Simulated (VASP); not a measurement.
LiTaO2: single point with PBE

Crystal: LiTaO2.

```xyz
4
Lattice="3.3103 0.0000 0.0000 -1.6551 2.8668 0.0000 0.0000 0.0000 5.2628" Properties=species:S:1:pos:R:3 pbc="T T T"
Li    0.0000    0.0000    2.6314
Ta    0.0000    0.0000    0.0000
O     0.0000    1.9112    0.0000
O     1.6551    0.9556    0.0000
```

The cell was built from a structure type or drawn by symmetry, and may not be a known phase.

| Item | Value |
| --- | --- |
| Program | VASP 6.6.1 |
| Task | single point |
| Functional | PBE |
| Potentials or basis | VASP PAW PBE potentials, release 64 (Li_sv, Ta_pv, O) |
| Cutoff | 520 eV |
| k mesh | 6 × 6 × 4 |
| Occupations | gaussian, width 0.1 eV |
| Spin | no spin polarisation |

The band gap on the k mesh is zero (bands 13 and 14 overlap by 0.57 eV).

Levels at points of the mesh, in eV from the Fermi level:
```tsv
k point	band 10	band 11	band 12	band 13	band 14	band 15	band 16	band 17
(0.00, 0.00, 0.00)	-3.87	-2.04	-0.22	-0.22	1.74	1.74	2.86	3.71
(0.50, 0.00, 0.00)	-4.11	-4.05	-1.77	-1.09	0.39	0.85	4.02	5.00
(0.00, 0.00, 0.50)	-2.67	-2.05	-0.69	-0.21	-0.21	1.63	1.63	8.62
(0.50, 0.00, 0.50)	-4.19	-4.05	-1.76	-1.05	0.66	1.47	2.80	5.67
```

Run time: 30 s on 1 thread of Intel Xeon 8259CL, with other jobs on the host, peak memory 0.19 GiB.

Caveat: the k points lie up to 0.37 Å⁻¹ apart, too coarse for converged energies and pressures of a metal; spin-orbit coupling is left out, which moves the levels of the heavy elements.
